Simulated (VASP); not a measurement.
Zn6O: relaxation of cell and atoms with PBE

Zn6O:

```
Zn O
1.0
     2.54974    1.47210    4.47091
    -2.54974    1.47210    4.47091
     0.00000   -2.94419    4.47091
Zn O
6 1
Cartesian
  -1.6645 0.1288 7.7682
  0.7207 -1.5059 7.7682
  -0.9438 -1.3771 5.6445
  -0.7207 1.5059 5.6445
  1.6645 -0.1288 5.6445
  0.9438 1.3771 7.7682
  0.0000 0.0000 0.0000
```

The cell was generated, and may not be a known phase.

```yaml
Program: VASP 6.6.1
Task: relaxation of cell and atoms
Functional: PBE
Potentials_or_basis: VASP PAW PBE potentials, release 64 (Zn, O)
Cutoff: 600 eV
k_mesh: 6 × 6 × 6
Occupations: gaussian, width 0.1 eV
Spin: no spin polarisation
Dipole_correction: no
Further_INCAR_settings: ALGO = Fast; EDIFF = 1e-06; IBRION = 2; EDIFFG = -0.01; NSW = 100; ISIF = 3
```

- Relaxed volume: 14.49 Å³/atom
- Relaxed cell: a = 5.365 Å, b = 5.365 Å, c = 5.365 Å, α = 56.92°, β = 56.92°, γ = 56.92°
- Space group after relaxing (to 0.1 Å): R-3 (No. 148)
- Energy gained by relaxing: 0.2 meV/atom
- Ionic steps: 2
- Pressure after relaxing: 0.0 GPa
- Band gap on the k mesh: zero (bands 39 and 40 overlap by 0.68 eV)

Forces on the atoms (eV/Å):
```
Zn   0.000  0.000  0.003
Zn   0.000  0.000  0.003
Zn   0.000  0.000 -0.003
Zn   0.000  0.000 -0.003
Zn   0.000  0.000 -0.003
Zn   0.000  0.000  0.003
O    0.000  0.000  0.000
```

Stress tensor (GPa, compression positive):
```
 0.02  0.00  0.00
 0.00  0.02  0.00
 0.00  0.00 -0.11
```

The path:
| step | energy change (eV) | largest force (eV/Å) | pressure (GPa) | volume (Å³) |
| --- | --- | --- | --- | --- |
| 1 | 0.0000 | 0.0228 | 0.56 | 100.69 |
| 2 | -0.0013 | 0.0028 | -0.02 | 101.43 |

Final structure:
```
Zn O
1.0
     2.55653    1.47601    4.47984
    -2.55653    1.47601    4.47984
     0.00000   -2.95202    4.47984
Zn O
6 1
Cartesian
  -1.6684 0.1300 7.7832
  0.7216 -1.5098 7.7832
  -0.9467 -1.3799 5.6563
  -0.7216 1.5098 5.6563
  1.6684 -0.1300 5.6563
  0.9467 1.3799 7.7832
  2.5565 1.4760 4.4798
```

Levels at points of the mesh, in eV from the Fermi level:
```csv
k point,band 35,band 36,band 37,band 38,band 39,band 40,band 41,band 42,band 43,band 44
"(0.00, 0.00, 0.00)",-4.44,-1.85,-0.85,-0.85,-0.71,0.35,0.35,0.92,1.02,1.55
"(0.50, 0.00, 0.00)",-4.89,-3.34,-2.13,-1.48,-1.47,0.44,1.12,1.24,3.62,4.32
"(0.50, 0.50, 0.00)",-5.21,-3.92,-2.72,-1.26,-1.18,-0.64,3.89,4.41,4.47,4.83
"(0.50, 0.50, 0.50)",-5.07,-3.24,-1.44,-1.44,-0.92,0.97,0.97,1.75,3.28,3.28
```

Run time: 12 min on 1 thread of Oxide Virtual Turin-like Processor, on a shared host, peak memory 0.4 GiB.

Caveat: semilocal functionals underestimate gaps, and a narrow one can read as zero.
